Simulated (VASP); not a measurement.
# BP (F-43m) in VASP: further runs

BP is run at these levels: r2SCAN, r2SCAN+D4; tasks: single point.

Program: VASP 6.6.1. These are calculated values, not measurements. Logs are shortened: lines on timing, memory, paths and dates and some standing lists are left out, and cuts for length are marked.

**1. The cell of the first run**

It takes space group F-43m (No. 216, cubic). The conventional cell has a = 4.535 Å, b = 4.535 Å, c = 4.535 Å, α = 90.00°, β = 90.00°, γ = 90.00°. B (site symmetry -43m) has 4 P at 1.96 Å within 2.6 Å. P (site symmetry -43m) has 4 B at 1.96 Å within 2.6 Å.

**2. Single point, r2SCAN**

File POSCAR:

```
BP
1.0
    0.0000000000      2.2677136497      2.2677136497
    2.2677136497      0.0000000000      2.2677136497
    2.2677136497      2.2677136497      0.0000000000
B P
1 1
Direct
    0.0000000000      0.0000000000      0.0000000000
    0.7500000000      0.7500000000      0.7500000000
```

File INCAR.step1:

```
SYSTEM = BP
ALGO = Normal
EDIFF = 1E-4
ENCUT = 520
GGA = PE
ISMEAR = 0
LASPH = .True.
LCHARG = .False.
LREAL = .False.
LWAVE = .True.
NBANDS = 11
NELM = 80
PREC = Accurate
SIGMA = 0.05
```

File INCAR.step2:

```
SYSTEM = BP
ALGO = Normal
EDIFF = 1E-6
ENCUT = 520
ISIF = 2
ISMEAR = 0
ISTART = 1
LASPH = .True.
LCHARG = .True.
LELF = .True.
LMIXTAU = .True.
LREAL = .False.
LVHAR = .True.
LWAVE = .False.
METAGGA = R2SCAN
NBANDS = 11
NELM = 80
PREC = Accurate
SIGMA = 0.05
```

File KPOINTS:

```
k-points
0
Gamma
  8 8 8
  0 0 0
```

Potentials or basis: VASP PAW PBE potentials, release 64 (B, P).

Command:

```console
> cat potpaw_PBE.64/B/POTCAR potpaw_PBE.64/P/POTCAR > POTCAR
> cp INCAR.step1 INCAR
> mpirun -np 1 vasp_std > vasp.out
> cp INCAR.step2 INCAR
> mpirun -np 1 vasp_std > vasp.out
```

OUTCAR:

```text
SYSTEM = BP
   EDIFF = 1E-6
   ENCUT = 520
   ISIF = 2
   ISMEAR = 0
   ISTART = 1
   LASPH = .True.
   LREAL = .False.
   METAGGA = R2SCAN
   NELM = 80
   PREC = Accurate

 ion  position               nearest neighbor table
   1  0.000  0.000  0.000-   2 1.96   2 1.96   2 1.96   2 1.96
   2  0.750  0.750  0.750-   1 1.96   1 1.96   1 1.96   1 1.96

  LATTYP: Found a face centered cubic cell.
 ALAT       =     4.5354272994

  Lattice vectors:

 A1 = (   0.0000000000,   2.2677136497,   2.2677136497)
 A2 = (   2.2677136497,   0.0000000000,   2.2677136497)
 A3 = (   2.2677136497,   2.2677136497,   0.0000000000)

Analysis of symmetry for initial positions (statically):
=====================================================================
 Subroutine PRICEL returns:
 Original cell was already a primitive cell.

 Routine SETGRP: Setting up the symmetry group for a
 face centered cubic supercell.

 Subroutine GETGRP returns: Found 24 space group operations
 (whereof 24 operations were pure point group operations)
 out of a pool of 48 trial point group operations.

The static configuration has the point symmetry T_d .

Analysis of symmetry for dynamics (positions and initial velocities):
=====================================================================
 Subroutine PRICEL returns:
 Original cell was already a primitive cell.

 Routine SETGRP: Setting up the symmetry group for a
 face centered cubic supercell.

 Subroutine GETGRP returns: Found 24 space group operations
 (whereof 24 operations were pure point group operations)
 out of a pool of 48 trial point group operations.

The dynamic configuration has the point symmetry T_d .

 Subroutine INISYM returns: Found 24 space group operations
 (whereof 24 operations are pure point group operations),
 and found     1 'primitive' translations

----------------------------------------------------------------------------------------

                                     Primitive cell

  volume of cell :      23.3235

  direct lattice vectors                    reciprocal lattice vectors
     0.000000000  2.267713650  2.267713650    -0.220486392  0.220486392  0.220486392
     2.267713650  0.000000000  2.267713650     0.220486392 -0.220486392  0.220486392
     2.267713650  2.267713650  0.000000000     0.220486392  0.220486392 -0.220486392

  length of vectors
     3.207031399  3.207031399  3.207031399     0.381893633  0.381893633  0.381893633

  position of ions in fractional coordinates (direct lattice)
     0.000000000  0.000000000  0.000000000
     0.750000000  0.750000000  0.750000000

  ion indices of the primitive-cell ions
   primitive index   ion index
                 1           1
                 2           2

----------------------------------------------------------------------------------------

 KPOINTS: k-points

Automatic generation of k-mesh.
 Grid dimensions read from file:
 generate k-points for:    8    8    8

 Generating k-lattice:

  Cartesian coordinates                     Fractional coordinates (reciprocal lattice)
    -0.027560799  0.027560799  0.027560799     0.125000000  0.000000000  0.000000000
     0.027560799 -0.027560799  0.027560799     0.000000000  0.125000000  0.000000000
     0.027560799  0.027560799 -0.027560799     0.000000000  0.000000000  0.125000000

  Length of vectors
     0.047736704  0.047736704  0.047736704

  Shift w.r.t. Gamma in fractional coordinates (k-lattice)
     0.000000000  0.000000000  0.000000000

 Subroutine IBZKPT returns following result:
 ===========================================

 Found     29 irreducible k-points:

 Following reciprocal coordinates:
            Coordinates               Weight
  0.000000  0.000000  0.000000      1.000000
  0.125000  0.000000  0.000000      8.000000
  0.250000  0.000000  0.000000      8.000000
  0.375000  0.000000  0.000000      8.000000
  0.500000  0.000000  0.000000      4.000000
  0.125000  0.125000  0.000000      6.000000
[... 16 lines left out ...]
  0.500000  0.250000  0.125000     48.000000
 -0.375000  0.250000  0.125000     24.000000
 [... further k-points ...]
   k-points           NKPTS =     29   k-points in BZ     NKDIM =     29   number of bands    NBANDS=     11
   number of dos      NEDOS =    301   number of ions     NIONS =      2
   total plane-waves  NPLWV =  13824
   dimension x,y,z NGX =    24 NGY =   24 NGZ =   24
   dimension x,y,z NGXF=    48 NGYF=   48 NGZF=   48
   ions per type =               1   1
   NGX,Y,Z   is equivalent  to a cutoff of  12.44, 12.44, 12.44 a.u.
   NGXF,Y,Z  is equivalent  to a cutoff of  24.88, 24.88, 24.88 a.u.
 SYSTEM =  BP
   PREC   = accura    normal or accurate (medium, high low for compatibility)
   ISTART =      1    job   : 0-new  1-cont  2-samecut
   ICHARG =      0    charge: 1-file 2-atom 10-const
   ISPIN  =      1    spin polarized calculation?
   LNONCOLLINEAR =      F non collinear calculations
   LSORBIT =      F    spin-orbit coupling
   LASPH  =      T    aspherical Exc in radial PAW
   ENCUT  =  520.0 eV  38.22 Ry    6.18 a.u.   5.96  5.96  5.96*2*pi/ulx,y,z
   NELM   =     80;   NELMIN=  2; NELMDL=  0     # of ELM steps
   EDIFF  = 0.1E-05   stopping-criterion for ELM
   LREAL  =      F    real-space projection
   EDIFFG = 0.1E-04   stopping-criterion for IOM
   NSW    =      0    number of steps for IOM
   IBRION =     -1    ionic relax: 0-MD 1-quasi-New 2-CG
   NFREE  =      0    steps in history (QN), initial steepest desc. (CG)
   ISIF   =      2    stress and relaxation
   ISYM   =      2    0-nonsym 1-usesym 2-fastsym
   POTIM  = 0.5000    time-step for ionic-motion
   TEBEG  =    0.0;   TEEND  =   0.0 temperature during run
   PSTRESS=    0.0 pullay stress
   NELECT =       8.0000    total number of electrons
   NUPDOWN=      -1.0000    fix difference up-down
   EMIN   =  10.00;   EMAX   =-10.00  energy-range for DOS
   EFERMI =   0.00;   METHOD = LEGACY
   ISMEAR =     0;   SIGMA  =   0.05  broadening in eV -4-tet -1-fermi 0-gaus
   EFERMI_NEDOS =   21; number of points for ismear=-14 and -15
   IALGO  =     38    algorithm
   IMIX   =      4    mixing-type and parameters
     AMIX     =   0.40;   BMIX     =  1.00
     AMIX_MAG =   1.60;   BMIX_MAG =  1.00
  volume/ion in A,a.u.               =      11.66        78.70
  Fermi-wavevector in a.u.,A,eV,Ry     =   1.145970  2.165569 17.867816  1.313247
  Thomas-Fermi vector in A             =   2.282656
   LORBIT       =      0    0 simple, 1 ext, 2 COOP (PROOUT), +10 PAW based schemes
   METAGGA = R2SCAN    functional components
   LHFCALC =     F    Hartree Fock is set to
   AEXX    =    0.0000 exact exchange contribution
   IVDW    =     0    specifies the selected vdW correction
   LEPSILON=     F    determine dielectric tensor
   LRPA    =     F    only Hartree local field effects (RPA)
 non-spin polarized calculation
 Gauss-broadening in eV      SIGMA  =   0.05
  energy-cutoff  :      520.00
  volume of cell :       23.32
 maximum number of plane-waves:       638
   NGX = 11   NGY = 11   NGZ = 11

 number of electron       8.0000000 magnetization

 Free energy of the ion-electron system (eV)
  ---------------------------------------------------
  ext. energy  EPLUGINS =         0.00000000
  ---------------------------------------------------
  free energy    TOTEN  =       -17.30955191 eV

  energy without entropy =      -17.30955191  energy(sigma->0) =      -17.30955191

 E-fermi :   7.6880     XC(G=0): -11.5082

 val. band max:        7.4100293791   @ k =   0.0000   0.0000   0.0000
 cond. band min:       8.8847561227   @ k =   0.3750   0.3750   0.0000
 fundamental gap:      1.4747267436
 Fermi energy:         7.6879846241

 k-point     1 :       0.0000    0.0000    0.0000
  band No.  band energies     occupation
      1      -8.8652      2.00000
      2       7.4100      2.00000
      3       7.4100      2.00000
      4       7.4100      2.00000
      5      11.0527      0.00000
      6      11.0527      0.00000
      7      11.0527      0.00000
      8      15.4479      0.00000
      9      19.8269      0.00000
     10      20.0611      0.00000
     11      20.0611      0.00000

 k-point     2 :       0.1250    0.0000    0.0000
  band No.  band energies     occupation
      1      -8.5694      2.00000
      2       5.4562      2.00000
      3       6.9564      2.00000
      4       6.9564      2.00000
      5      11.6606      0.00000
      6      11.6835      0.00000
      7      11.6835      0.00000
      8      16.2667      0.00000
      9      19.1615      0.00000
     10      19.1615      0.00000
     11      20.6939      0.00000

 k-point     3 :       0.2500    0.0000    0.0000
  band No.  band energies     occupation
      1      -7.7017      2.00000
      2       2.3058      2.00000
      3       6.2247      2.00000
      4       6.2247      2.00000
      5      11.7746      0.00000
      6      12.5034      0.00000
      7      12.5034      0.00000
      8      17.8135      0.00000
      9      18.9282      0.00000
     10      18.9282      0.00000
     11      21.3553      0.00000

 k-point     4 :       0.3750    0.0000    0.0000
  band No.  band energies     occupation
      1      -6.3738      2.00000
      2      -0.5631      2.00000
      3       5.7170      2.00000
      4       5.7170      2.00000
      5      11.6281      0.00000
      6      12.5565      0.00000
      7      12.5565      0.00000
      8      18.3888      0.00000
      9      20.7248      0.00000
     10      20.7248      0.00000
     11      22.1950      0.00000

 k-point     5 :       0.5000    0.0000    0.0000
  band No.  band energies     occupation
      1      -5.3666      2.00000
      2      -2.1028      2.00000
      3       5.5429      2.00000
      4       5.5429      2.00000
      5      11.5586      0.00000
      6      12.4409      0.00000
      7      12.4409      0.00000
      8      18.3357      0.00000
      9      22.9051      0.00000
     10      22.9051      0.00000
     11      23.2893      0.00000
[... 211 lines left out ...]
 k-point    21 :       0.5000    0.5000    0.0000
  band No.  band energies     occupation
      1      -3.6956      2.00000
      2      -1.7265      2.00000
      3       3.0588      2.00000
      4       3.0588      2.00000
      5       8.9462      0.00000
      6       9.3173      0.00000
      7      20.4897      0.00000
      8      20.4897      0.00000
      9      23.8305      0.00000
     10      25.0254      0.00000
     11      26.3047      0.00000

 k-point    22 :       0.3750    0.2500    0.1250
  band No.  band energies     occupation
      1      -6.9392      2.00000
      2       2.1950      2.00000
      3       3.4195      2.00000
      4       5.3191      2.00000
      5      11.1737      0.00000
      6      13.8344      0.00000
      7      14.0846      0.00000
      8      15.4637      0.00000
      9      19.7191      0.00000
     10      22.1948      0.00000
     11      24.0683      0.00000

 k-point    23 :       0.5000    0.2500    0.1250
  band No.  band energies     occupation
      1      -5.6411      2.00000
      2      -0.0853      2.00000
      3       2.7280      2.00000
      4       4.5116      2.00000
      5      11.8701      0.00000
      6      13.2700      0.00000
      7      15.2714      0.00000
      8      16.3199      0.00000
      9      20.7023      0.00000
     10      21.6133      0.00000
     11      25.5211      0.00000

 k-point    24 :      -0.3750    0.2500    0.1250
  band No.  band energies     occupation
      1      -4.6634      2.00000
      2      -1.5096      2.00000
      3       2.6410      2.00000
      4       4.1248      2.00000
      5      11.9698      0.00000
      6      12.9744      0.00000
      7      16.3186      0.00000
      8      17.9307      0.00000
      9      18.5055      0.00000
     10      22.7275      0.00000
     11      25.2280      0.00000

 [... further k-points ...]
[... 5 lines left out ...]
  --------------------------------------------------------------------------------------
  -------------------------------------------------------------------------------------
  Total       -0.0539429     -0.0539429     -0.0539429     -0.0000000     -0.0000000      0.0000000
  in kB       -3.7055278     -3.7055278     -3.7055278     -0.0000000     -0.0000000      0.0000000
  external PRESSURE =      -3.7055278 kB  Pullay stress =       0.0000000 kB

 VOLUME and BASIS-vectors are now :
 -----------------------------------------------------------------------------
  energy-cutoff  :      520.00
  volume of cell :       23.32
      direct lattice vectors                 reciprocal lattice vectors
     0.000000000  2.267713650  2.267713650    -0.220486392  0.220486392  0.220486392
     2.267713650  0.000000000  2.267713650     0.220486392 -0.220486392  0.220486392
     2.267713650  2.267713650  0.000000000     0.220486392  0.220486392 -0.220486392

 POSITION                                       TOTAL-FORCE (eV/Angst)
 -----------------------------------------------------------------------------------
      0.00000      0.00000      0.00000        -0.000000     -0.000000     -0.000000
      3.40157      3.40157      3.40157         0.000000      0.000000      0.000000
 -----------------------------------------------------------------------------------
    total drift:                               -0.000000     -0.000000     -0.000000

  FREE ENERGIE OF THE ION-ELECTRON SYSTEM (eV)
  ---------------------------------------------------
  free  energy   TOTEN  =       -17.3095519060 eV

  energy  without entropy=      -17.3095519060  energy(sigma->0) =      -17.30955191
```

Wall time 54 s (1 thread of Intel Xeon 8259CL, shared host); peak memory 0.11 GiB.

Results:

```yaml
Free_energy: -17.3096 eV
Pressure: -0.4 GPa
Band_gap_on_the_k_mesh: 1.47 eV, indirect (least direct gap 3.64 eV)
```

Caveat: the PAW data sets were made with another functional, which shifts forces and pressure a little.

**3. Single point, r2SCAN+D4**

POSCAR is that of step 2.

File INCAR.step1:

```
PREC = Accurate
ENCUT = 520
ISMEAR = -5
SIGMA = 0.1
LREAL = False
LASPH = True
NELM = 100
NBANDS = 11
GGA = PE
ALGO = Normal
EDIFF = 1E-4
LWAVE = True
LCHARG = False
```

File INCAR.step2:

```
PREC = Accurate
ENCUT = 520
EDIFF = 1E-7
ISMEAR = -5
SIGMA = 0.1
LREAL = False
LASPH = True
NELM = 100
ALGO = Normal
ISIF = 2
LWAVE = False
LCHARG = True
METAGGA = R2SCAN
LMIXTAU = True
IVDW = 13
VDW_S6 = 1.0
VDW_S8 = 0.6018749
VDW_A1 = 0.51559235
VDW_A2 = 5.77342911
LELF = True
LVHAR = True
NBANDS = 11
ISTART = 1
```

File KPOINTS:

```
regular mesh
0
Gamma
  8 8 8
```

Potentials or basis: VASP PAW PBE potentials, release 64 (B, P).

Command:

```console
> cat potpaw_PBE.64/B/POTCAR potpaw_PBE.64/P/POTCAR > POTCAR
> cp INCAR.step1 INCAR
> mpirun -np 1 vasp_std > vasp.out
> cp INCAR.step2 INCAR
> mpirun -np 1 vasp_std > vasp.out
```

OUTCAR:

```text
PREC = Accurate
   ENCUT = 520
   EDIFF = 1E-7
   ISMEAR = -5
   LREAL = False
   LASPH = True
   NELM = 100
   ISIF = 2
   METAGGA = R2SCAN
   IVDW = 13
   ISTART = 1

 ion  position               nearest neighbor table
   1  0.000  0.000  0.000-   2 1.96   2 1.96   2 1.96   2 1.96
   2  0.750  0.750  0.750-   1 1.96   1 1.96   1 1.96   1 1.96

  LATTYP: Found a face centered cubic cell.
 ALAT       =     4.5354272994

  Lattice vectors:

[... 522 lines left out ...]

 [... further k-points ...]

------------------------ aborting loop because EDIFF is reached ----------------------------------------

  DFT-D4 for vdW energy calculation

  Edisp (eV):   -0.26719

  FORCE on cell =-STRESS in cart. coord.  units (eV):
  Direction    XX          YY          ZZ          XY          YZ          ZX
  --------------------------------------------------------------------------------------
  -------------------------------------------------------------------------------------
  Total      -0.31320    -0.31320    -0.31320     0.00000    -0.00000     0.00000
  in kB     -21.51464   -21.51464   -21.51464     0.00000    -0.00000     0.00000
  external pressure =      -21.51 kB  Pullay stress =        0.00 kB

 VOLUME and BASIS-vectors are now :
 -----------------------------------------------------------------------------
  energy-cutoff  :      520.00
  volume of cell :       23.32
      direct lattice vectors                 reciprocal lattice vectors
     0.000000000  2.267713650  2.267713650    -0.220486392  0.220486392  0.220486392
     2.267713650  0.000000000  2.267713650     0.220486392 -0.220486392  0.220486392
     2.267713650  2.267713650  0.000000000     0.220486392  0.220486392 -0.220486392

 POSITION                                       TOTAL-FORCE (eV/Angst)
 -----------------------------------------------------------------------------------
      0.00000      0.00000      0.00000        -0.000000     -0.000000     -0.000000
      3.40157      3.40157      3.40157         0.000000      0.000000      0.000000
 -----------------------------------------------------------------------------------
    total drift:                               -0.000000     -0.000000     -0.000000

  FREE ENERGIE OF THE ION-ELECTRON SYSTEM (eV)
  ---------------------------------------------------
  free  energy   TOTEN  =       -17.5767387600 eV

  energy  without entropy=      -17.5767387600  energy(sigma->0) =      -17.57673876
```

OUTCAR.step1:

```text
PREC = Accurate
   ENCUT = 520
   ISMEAR = -5
   LREAL = False
   LASPH = True
[... 559 lines left out ...]
      0.00000      0.00000      0.00000        -0.000000     -0.000000      0.000000
      3.40157      3.40157      3.40157         0.000000      0.000000     -0.000000
 -----------------------------------------------------------------------------------
    total drift:                               -0.000000     -0.000000     -0.000000

  FREE ENERGIE OF THE ION-ELECTRON SYSTEM (eV)
  ---------------------------------------------------
  free  energy   TOTEN  =       -12.9283222507 eV

  energy  without entropy=      -12.9283222507  energy(sigma->0) =      -12.92832225
```

OSZICAR.step1:

```text
N       E                     dE             d eps       ncg     rms          rms(c)
DAV:   1     0.102733031789E+02    0.10273E+02   -0.40702E+03   638   0.653E+02
DAV:   2    -0.129616557624E+02   -0.23235E+02   -0.22074E+02   838   0.110E+02
DAV:   3    -0.136372851373E+02   -0.67563E+00   -0.67330E+00   819   0.165E+01
DAV:   4    -0.136402143252E+02   -0.29292E-02   -0.29290E-02   712   0.128E+00
DAV:   5    -0.136402286564E+02   -0.14331E-04   -0.14331E-04   806   0.915E-02    0.722E+00
DAV:   6    -0.130271415292E+02    0.61309E+00   -0.13955E+00   722   0.511E+00    0.389E+00
DAV:   7    -0.129356577775E+02    0.91484E-01   -0.23497E-01   794   0.241E+00    0.133E+00
DAV:   8    -0.129277948585E+02    0.78629E-02   -0.26837E-02   745   0.934E-01    0.194E-01
DAV:   9    -0.129281145066E+02   -0.31965E-03   -0.71506E-04   724   0.180E-01    0.125E-01
DAV:  10    -0.129283114944E+02   -0.19699E-03   -0.24785E-04   714   0.988E-02    0.283E-02
DAV:  11    -0.129283222507E+02   -0.10756E-04   -0.11378E-05   379   0.225E-02
   1 F= -.12928322E+02 E0= -.12928322E+02  d E =0.000000E+00
```

Run time: 67 s. Hardware: 1 thread of Intel Xeon 8259CL, shared host; peak memory 0.11 GiB.

Results:

* Free energy: -17.5767 eV
* Pressure: -2.2 GPa
* Band gap on the k mesh: 1.47 eV, indirect (least direct gap 3.64 eV)
* Dispersion energy per atom: -0.134 eV

Levels at points of the mesh, in eV from the valence-band top:
```csv
k point,band 2,band 3,band 4,band 5,band 6,band 7
"(0.00, 0.00, 0.00)",0.00,0.00,0.00,3.64,3.64,3.64
"(0.50, 0.00, 0.00)",-9.51,-1.87,-1.87,4.15,5.03,5.03
"(0.50, 0.50, 0.00)",-9.14,-4.35,-4.35,1.54,1.91,13.08
```

Caveat: the PAW data sets were made with another functional, which shifts forces and pressure a little. r2SCAN opens gaps a little over a GGA but as a rule still falls short of measured ones.
